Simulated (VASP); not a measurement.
# Y (Pm-3m) in VASP: notebook

Y is run at these levels: r2SCAN; tasks: single point.

All numbers are computed with VASP 6.6.1; they aren't measurements. Logs are shortened: lines on timing, memory, paths and dates and some standing lists are left out, and cuts for length are marked.

## 1. The cell of the first run

The structure is cubic, space group Pm-3m (No. 221). The conventional cell has a = 3.130 Å, b = 3.130 Å, c = 3.130 Å, α = 90.00°, β = 90.00°, γ = 90.00°. Y (site symmetry m-3m) has 6 Y at 3.13 Å within 4.1 Å.

This isn't the form of Y at room conditions, which is hcp.

## 2. Single point, r2SCAN (30.67 Å³/atom)

POSCAR reads:

```
Y
1.0
    3.1302849464      0.0000000000      0.0000000000
    0.0000000000      3.1302849464      0.0000000000
    0.0000000000      0.0000000000      3.1302849464
Y
1
Direct
    0.0000000000      0.0000000000      0.0000000000
```

INCAR.step1 reads:

```
ALGO = Normal
EDIFF = 1E-5
ENCUT = 550
GGA = PE
GGA_COMPAT = False
ISMEAR = -1
LASPH = True
LCHARG = False
LREAL = False
LWAVE = True
NBANDS = 12
NELM = 120
PREC = Accurate
SIGMA = 0.1
```

INCAR.step2 reads:

```
ALGO = Normal
EDIFF = 1E-6
ENCUT = 550
GGA_COMPAT = False
ISIF = 2
ISMEAR = -1
ISTART = 1
LASPH = True
LCHARG = True
LELF = True
LMIXTAU = True
LREAL = False
LVHAR = True
LWAVE = False
METAGGA = R2SCAN
NBANDS = 12
NELM = 120
PREC = Accurate
SIGMA = 0.1
```

KPOINTS reads:

```
k-points
0
Gamma
  11 11 11
```

Potentials or basis: VASP PAW PBE potentials, release 64 (Y_sv).

Run with:

```bash
cat potpaw_PBE.64/Y_sv/POTCAR > POTCAR
cp INCAR.step1 INCAR
mpirun -np 1 vasp_std > vasp.out
cp INCAR.step2 INCAR
mpirun -np 1 vasp_std > vasp.out
```

OUTCAR:

```text
EDIFF = 1E-6
   ENCUT = 550
   ISIF = 2
   ISMEAR = -1
   ISTART = 1
   LASPH = True
   LREAL = False
   METAGGA = R2SCAN
   NELM = 120
   PREC = Accurate

 ion  position               nearest neighbor table
   1  0.000  0.000  0.000-

  LATTYP: Found a simple cubic cell.
 ALAT       =     3.1302849464

  Lattice vectors:

 A1 = (   3.1302849464,   0.0000000000,   0.0000000000)
 A2 = (   0.0000000000,   3.1302849464,   0.0000000000)
 A3 = (   0.0000000000,   0.0000000000,   3.1302849464)

Analysis of symmetry for initial positions (statically):
=====================================================================
 Subroutine PRICEL returns:
 Original cell was already a primitive cell.

 Routine SETGRP: Setting up the symmetry group for a
 simple cubic supercell.

 Subroutine GETGRP returns: Found 48 space group operations
 (whereof 48 operations were pure point group operations)
 out of a pool of 48 trial point group operations.

The static configuration has the point symmetry O_h .

Analysis of symmetry for dynamics (positions and initial velocities):
=====================================================================
 Subroutine PRICEL returns:
 Original cell was already a primitive cell.

 Routine SETGRP: Setting up the symmetry group for a
 simple cubic supercell.

 Subroutine GETGRP returns: Found 48 space group operations
 (whereof 48 operations were pure point group operations)
 out of a pool of 48 trial point group operations.

The dynamic configuration has the point symmetry O_h .

 Subroutine INISYM returns: Found 48 space group operations
 (whereof 48 operations are pure point group operations),
 and found     1 'primitive' translations

----------------------------------------------------------------------------------------

                                     Primitive cell

  volume of cell :      30.6727

  direct lattice vectors                    reciprocal lattice vectors
     3.130284946  0.000000000  0.000000000     0.319459735  0.000000000  0.000000000
     0.000000000  3.130284946  0.000000000     0.000000000  0.319459735  0.000000000
     0.000000000  0.000000000  3.130284946     0.000000000  0.000000000  0.319459735

  length of vectors
     3.130284946  3.130284946  3.130284946     0.319459735  0.319459735  0.319459735

  position of ions in fractional coordinates (direct lattice)
     0.000000000  0.000000000  0.000000000

  ion indices of the primitive-cell ions
   primitive index   ion index
                 1           1

----------------------------------------------------------------------------------------

 KPOINTS: k-points

Automatic generation of k-mesh.
 Grid dimensions read from file:
 generate k-points for:   11   11   11

 Generating k-lattice:

  Cartesian coordinates                     Fractional coordinates (reciprocal lattice)
     0.029041794  0.000000000  0.000000000     0.090909091  0.000000000  0.000000000
     0.000000000  0.029041794  0.000000000     0.000000000  0.090909091  0.000000000
     0.000000000  0.000000000  0.029041794     0.000000000  0.000000000  0.090909091

  Length of vectors
     0.029041794  0.029041794  0.029041794

  Shift w.r.t. Gamma in fractional coordinates (k-lattice)
     0.000000000  0.000000000  0.000000000

 Subroutine IBZKPT returns following result:
 ===========================================

 Found     56 irreducible k-points:

 Following reciprocal coordinates:
            Coordinates               Weight
  0.000000  0.000000  0.000000      1.000000
  0.090909  0.000000  0.000000      6.000000
  0.181818  0.000000  0.000000      6.000000
  0.272727  0.000000  0.000000      6.000000
  0.363636  0.000000  0.000000      6.000000
  0.454545  0.000000  0.000000      6.000000
[... 16 lines left out ...]
  0.181818  0.090909  0.090909     24.000000
  0.272727  0.090909  0.090909     24.000000
 [... further k-points ...]
   k-points           NKPTS =     56   k-points in BZ     NKDIM =     56   number of bands    NBANDS=     12
   number of dos      NEDOS =    301   number of ions     NIONS =      1
   total plane-waves  NPLWV =  13824
   dimension x,y,z NGX =    24 NGY =   24 NGZ =   24
   dimension x,y,z NGXF=    48 NGYF=   48 NGZF=   48
   ions per type =               1
   NGX,Y,Z   is equivalent  to a cutoff of  12.75, 12.75, 12.75 a.u.
   NGXF,Y,Z  is equivalent  to a cutoff of  25.49, 25.49, 25.49 a.u.
 SYSTEM =  unknown system
   PREC   = accura    normal or accurate (medium, high low for compatibility)
   ISTART =      1    job   : 0-new  1-cont  2-samecut
   ICHARG =      0    charge: 1-file 2-atom 10-const
   ISPIN  =      1    spin polarized calculation?
   LNONCOLLINEAR =      F non collinear calculations
   LSORBIT =      F    spin-orbit coupling
   LASPH  =      T    aspherical Exc in radial PAW
   ENCUT  =  550.0 eV  40.42 Ry    6.36 a.u.   5.99  5.99  5.99*2*pi/ulx,y,z
   NELM   =    120;   NELMIN=  2; NELMDL=  0     # of ELM steps
   EDIFF  = 0.1E-05   stopping-criterion for ELM
   LREAL  =      F    real-space projection
   EDIFFG = 0.1E-04   stopping-criterion for IOM
   NSW    =      0    number of steps for IOM
   IBRION =     -1    ionic relax: 0-MD 1-quasi-New 2-CG
   NFREE  =      0    steps in history (QN), initial steepest desc. (CG)
   ISIF   =      2    stress and relaxation
   ISYM   =      2    0-nonsym 1-usesym 2-fastsym
   POTIM  = 0.5000    time-step for ionic-motion
   TEBEG  =    0.0;   TEEND  =   0.0 temperature during run
   PSTRESS=    0.0 pullay stress
   NELECT =      11.0000    total number of electrons
   NUPDOWN=      -1.0000    fix difference up-down
   EMIN   =  10.00;   EMAX   =-10.00  energy-range for DOS
   EFERMI =   0.00;   METHOD = LEGACY
   ISMEAR =    -1;   SIGMA  =   0.10  broadening in eV -4-tet -1-fermi 0-gaus
   EFERMI_NEDOS =   21; number of points for ismear=-14 and -15
   IALGO  =     38    algorithm
   IMIX   =      4    mixing-type and parameters
     AMIX     =   0.40;   BMIX     =  1.00
     AMIX_MAG =   1.60;   BMIX_MAG =  1.00
  volume/ion in A,a.u.               =      30.67       206.99
  Fermi-wavevector in a.u.,A,eV,Ry     =   1.163113  2.197965 18.406390  1.352831
  Thomas-Fermi vector in A             =   2.299666
   LORBIT       =      0    0 simple, 1 ext, 2 COOP (PROOUT), +10 PAW based schemes
   METAGGA = R2SCAN    functional components
   LHFCALC =     F    Hartree Fock is set to
   AEXX    =    0.0000 exact exchange contribution
   IVDW    =     0    specifies the selected vdW correction
   LEPSILON=     F    determine dielectric tensor
   LRPA    =     F    only Hartree local field effects (RPA)
 non-spin polarized calculation
  energy-cutoff  :      550.00
  volume of cell :       30.67
 maximum number of plane-waves:       913
 NGX is ok and might be reduce to    24
   NGX = 11   NGY = 11   NGZ = 11

 number of electron      10.9999998 magnetization

 Free energy of the ion-electron system (eV)
  ---------------------------------------------------
  ext. energy  EPLUGINS =         0.00000000
  ---------------------------------------------------
  free energy    TOTEN  =       -19.40348063 eV

  energy without entropy =      -19.33297900  energy(sigma->0) =      -19.36822982

 E-fermi :   3.5356     XC(G=0): -10.3035

 val. band max:        3.5240882828   @ k =   0.2727   0.1818   0.0000
 cond. band min:       3.5406857784   @ k =   0.3636   0.2727   0.0909
 fundamental gap:      0.0165974956
 Fermi energy:         3.5355535697

 k-point     1 :       0.0000    0.0000    0.0000
  band No.  band energies     occupation
      1     -40.9553      2.00000
      2     -19.8131      2.00000
      3     -19.8131      2.00000
      4     -19.8131      2.00000
      5      -1.4154      2.00000
      6       2.7574      1.99917
      7       2.7574      1.99917
      8       9.6464      0.00000
      9       9.6464      0.00000
     10       9.6464      0.00000
     11      15.0625      0.00000
     12      15.0625      0.00000

 k-point     2 :       0.0909    0.0000    0.0000
  band No.  band energies     occupation
      1     -40.9464      2.00000
      2     -19.9019      2.00000
      3     -19.8056      2.00000
      4     -19.8056      2.00000
      5      -1.2260      2.00000
      6       2.8176      1.99848
      7       2.9317      1.99524
      8       9.2675      0.00000
      9       9.2675      0.00000
     10       9.6701      0.00000
     11      14.2016      0.00000
     12      15.5311      0.00000

 k-point     3 :       0.1818    0.0000    0.0000
  band No.  band energies     occupation
      1     -40.9222      2.00000
      2     -20.1338      2.00000
      3     -19.7852      2.00000
      4     -19.7852      2.00000
      5      -0.7039      2.00000
      6       2.9859      1.99183
      7       3.3853      1.63602
      8       8.4594      0.00000
      9       8.4594      0.00000
     10       9.7348      0.00000
     11      12.7541      0.00000
     12      16.5869      0.00000
[... 286 lines left out ...]
 k-point    23 :       0.1818    0.0909    0.0909
  band No.  band energies     occupation
      1     -40.9045      2.00000
      2     -20.1162      2.00000
      3     -19.8692      2.00000
      4     -19.8585      2.00000
      5      -0.3479      2.00000
      6       3.2782      1.85828
      7       3.5734      0.81289
      8       7.9735      0.00000
      9       8.1193      0.00000
     10       9.0371      0.00000
     11      13.6240      0.00000
     12      15.8139      0.00000

 k-point    24 :       0.2727    0.0909    0.0909
  band No.  band energies     occupation
      1     -40.8728      2.00000
      2     -20.4042      2.00000
      3     -19.8408      2.00000
      4     -19.8305      2.00000
      5       0.3747      2.00000
      6       3.5189      1.08289
      7       3.9914      0.02075
      8       7.2339      0.00000
      9       7.3809      0.00000
     10       9.1512      0.00000
     11      12.4833      0.00000
     12      16.4994      0.00000

 [... further k-points ...]
[... 5 lines left out ...]
  --------------------------------------------------------------------------------------
  -------------------------------------------------------------------------------------
  Total        0.7598570      0.7598570      0.7598570      0.0000000      0.0000000     -0.0000000
  in kB       39.6908905     39.6908905     39.6908905      0.0000000      0.0000000     -0.0000000
  external PRESSURE =      39.6908905 kB  Pullay stress =       0.0000000 kB

 VOLUME and BASIS-vectors are now :
 -----------------------------------------------------------------------------
  energy-cutoff  :      550.00
  volume of cell :       30.67
      direct lattice vectors                 reciprocal lattice vectors
     3.130284946  0.000000000  0.000000000     0.319459735  0.000000000  0.000000000
     0.000000000  3.130284946  0.000000000     0.000000000  0.319459735  0.000000000
     0.000000000  0.000000000  3.130284946     0.000000000  0.000000000  0.319459735

 POSITION                                       TOTAL-FORCE (eV/Angst)
 -----------------------------------------------------------------------------------
      0.00000      0.00000      0.00000         0.000000      0.000000      0.000000
 -----------------------------------------------------------------------------------
    total drift:                               -0.000000      0.000000      0.000000

  FREE ENERGIE OF THE ION-ELECTRON SYSTEM (eV)
  ---------------------------------------------------
  free  energy   TOTEN  =       -19.4034806321 eV

  energy  without entropy=      -19.3329789999  energy(sigma->0) =      -19.36822982
```

Wall time 2.1 min (1 thread of AMD EPYC 7R13, shared host); peak memory 0.14 GiB.

What came out:

```yaml
Free_energy: -19.4035 eV
Pressure: 4.0 GPa
Band_gap_on_the_k_mesh: zero (an odd number of electrons rules out a gap without spin polarisation)
```

Caveat: the cell stands under pressure; the PAW data sets were made with another functional, which shifts forces and pressure a little.

## 3. Single point, r2SCAN (32.07 Å³/atom)

This run uses another cell than the first one, of 32.07 Å³/atom.

POSCAR reads:

```
Y
1.0
    3.1770125063      0.0000000000      0.0000000000
    0.0000000000      3.1770125063      0.0000000000
    0.0000000000      0.0000000000      3.1770125063
Y
1
Direct
    0.0000000000      0.0000000000      0.0000000000
```

INCAR.step1 reads:

```
PREC = Accurate
ENCUT = 550
ISMEAR = -1
SIGMA = 0.1
LREAL = F
LASPH = T
NELM = 120
NBANDS = 12
GGA = PE
ALGO = Normal
EDIFF = 1E-5
LWAVE = T
LCHARG = F
GGA_COMPAT = F
```

INCAR.step2 reads:

```
PREC = Accurate
ENCUT = 550
EDIFF = 1E-6
ISMEAR = -1
SIGMA = 0.1
LREAL = F
LASPH = T
NELM = 120
ALGO = Normal
ISIF = 2
LWAVE = F
LCHARG = F
METAGGA = R2SCAN
LMIXTAU = T
NBANDS = 12
ISTART = 1
GGA_COMPAT = F
```

KPOINTS reads:

```
regular mesh
0
Gamma
  11 11 11
```

Potentials or basis: VASP PAW PBE potentials, release 64 (Y_sv).

Run with:

```bash
cat potpaw_PBE.64/Y_sv/POTCAR > POTCAR
cp INCAR.step1 INCAR
mpirun -np 1 vasp_std > vasp.out
cp INCAR.step2 INCAR
mpirun -np 1 vasp_std > vasp.out
```

OUTCAR:

```text
PREC = Accurate
   ENCUT = 550
   EDIFF = 1E-6
   ISMEAR = -1
   LREAL = F
   LASPH = T
   NELM = 120
   ISIF = 2
   METAGGA = R2SCAN
   ISTART = 1

 ion  position               nearest neighbor table
   1  0.000  0.000  0.000-

  LATTYP: Found a simple cubic cell.
 ALAT       =     3.1770125063

  Lattice vectors:

 A1 = (   3.1770125063,   0.0000000000,   0.0000000000)
 A2 = (   0.0000000000,   3.1770125063,   0.0000000000)
 A3 = (   0.0000000000,   0.0000000000,   3.1770125063)

Analysis of symmetry for initial positions (statically):
=====================================================================
 Subroutine PRICEL returns:
 Original cell was already a primitive cell.

 Routine SETGRP: Setting up the symmetry group for a
 simple cubic supercell.

 Subroutine GETGRP returns: Found 48 space group operations
 (whereof 48 operations were pure point group operations)
 out of a pool of 48 trial point group operations.

The static configuration has the point symmetry O_h .

Analysis of symmetry for dynamics (positions and initial velocities):
[... 157 lines left out ...]

 val. band max:        3.2924729490   @ k =   0.3636   0.3636   0.3636
 cond. band min:       3.3047081663   @ k =   0.2727   0.1818   0.0000
 fundamental gap:      0.0122352173
 Fermi energy:         3.2961687173

 k-point     1 :       0.0000    0.0000    0.0000
  band No.  band energies     occupation
      1     -41.2576      2.00000
      2     -20.1692      2.00000
      3     -20.1692      2.00000
      4     -20.1692      2.00000
      5      -1.6039      2.00000
      6       2.5912      1.99827
      7       2.5912      1.99827
      8       9.1570      0.00000
      9       9.1570      0.00000
     10       9.1570      0.00000
     11      14.4714      0.00000
     12      14.4714      0.00000
[... 331 lines left out ...]
 k-point    24 :       0.2727    0.0909    0.0909
  band No.  band energies     occupation
      1     -41.1878      2.00000
      2     -20.6881      2.00000
      3     -20.1935      2.00000
      4     -20.1847      2.00000
      5       0.1255      2.00000
      6       3.3099      0.93128
      7       3.7132      0.03042
      8       6.8853      0.00000
      9       7.0100      0.00000
     10       8.6938      0.00000
     11      11.9308      0.00000
     12      15.9768      0.00000

 [... further k-points ...]
[... 5 lines left out ...]
  --------------------------------------------------------------------------------------
  -------------------------------------------------------------------------------------
  Total        0.4867885      0.4867885      0.4867885      0.0000000      0.0000000      0.0000000
  in kB       24.3217092     24.3217092     24.3217092      0.0000000      0.0000000      0.0000000
  external PRESSURE =      24.3217092 kB  Pullay stress =       0.0000000 kB

 VOLUME and BASIS-vectors are now :
 -----------------------------------------------------------------------------
  energy-cutoff  :      550.00
  volume of cell :       32.07
      direct lattice vectors                 reciprocal lattice vectors
     3.177012506  0.000000000  0.000000000     0.314761115  0.000000000  0.000000000
     0.000000000  3.177012506  0.000000000     0.000000000  0.314761115  0.000000000
     0.000000000  0.000000000  3.177012506     0.000000000  0.000000000  0.314761115

 POSITION                                       TOTAL-FORCE (eV/Angst)
 -----------------------------------------------------------------------------------
      0.00000      0.00000      0.00000         0.000000      0.000000      0.000000
 -----------------------------------------------------------------------------------
    total drift:                               -0.000000      0.000000     -0.000000

  FREE ENERGIE OF THE ION-ELECTRON SYSTEM (eV)
  ---------------------------------------------------
  free  energy   TOTEN  =       -19.4316034024 eV

  energy  without entropy=      -19.3599769224  energy(sigma->0) =      -19.39579016
```

Run time: 2.9 min. Hardware: 1 thread of AMD EPYC 7R13, shared host; peak memory 0.14 GiB.

Results:

```
Free energy            : -19.4316 eV
Pressure               : 2.4 GPa
Band gap on the k mesh : zero (an odd number of electrons rules out a gap without spin polarisation)
```

Levels at points of the mesh, in eV from the Fermi level:
```tsv
k point	band 3	band 4	band 5	band 6	band 7	band 8
(0.00, 0.00, 0.00)	-23.47	-23.47	-4.90	-0.70	-0.70	5.86
```

Caveat: the PAW data sets were made with another functional, which shifts forces and pressure a little.

[end of part 1 of 2]
